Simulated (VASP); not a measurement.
**MgO (Periclase): relaxation of cell and atoms with PBEsol**

MgO (Periclase):

```
CELL_PARAMETERS angstrom
0.00000 2.02722 2.02722
2.02722 0.00000 2.02722
2.02722 2.02722 0.00000
ATOMIC_POSITIONS crystal
Mg 0.00000 0.00000 0.00000
O 0.50000 0.50000 0.50000
```

* Program: VASP 6.6.1
* Task: relaxation of cell and atoms
* Functional: PBEsol
* Potentials or basis: VASP PAW PBE potentials, release 64 (Mg, O)
* Cutoff: 600 eV
* k mesh: 8 × 8 × 8
* Occupations: gaussian, width 0.1 eV
* Spin: no spin polarisation
* Target pressure: 23.2 GPa
* Dipole correction: no
* Further INCAR settings: ALGO = Normal; EDIFF = 1e-07; IBRION = 2; EDIFFG = -0.05; NSW = 80; ISIF = 3

* Pressure after relaxing: 22.7 GPa
* Band gap on the k mesh: 5.82 eV, direct

Final structure:
```xyz
2
Lattice="0.0000 2.0272 2.0272 2.0272 0.0000 2.0272 2.0272 2.0272 0.0000" Properties=species:S:1:pos:R:3 pbc="T T T"
Mg    0.0000    0.0000    0.0000
O     2.0272    2.0272    2.0272
```

Levels at points of the mesh, in eV from the valence-band top:
| k point | band 2 | band 3 | band 4 | band 5 | band 6 | band 7 |
| --- | --- | --- | --- | --- | --- | --- |
| (0.00, 0.00, 0.00) | 0.00 | 0.00 | 0.00 | 5.82 | 16.26 | 16.26 |
| (0.50, 0.00, 0.00) | -5.22 | -0.81 | -0.81 | 8.49 | 13.82 | 17.38 |
| (0.50, 0.50, 0.00) | -4.64 | -1.53 | -1.53 | 9.02 | 11.17 | 14.23 |

Wall time 5 s on 1 thread of Intel Xeon 6455B, with other jobs on the host, peak memory 0.14 GiB.

Caveat: the relaxation stopped at its first step, so nothing moved; the cell is relaxed towards a set pressure, so the enthalpy falls and the energy may rise; the PAW data sets were made with another functional, which shifts forces and pressure a little.
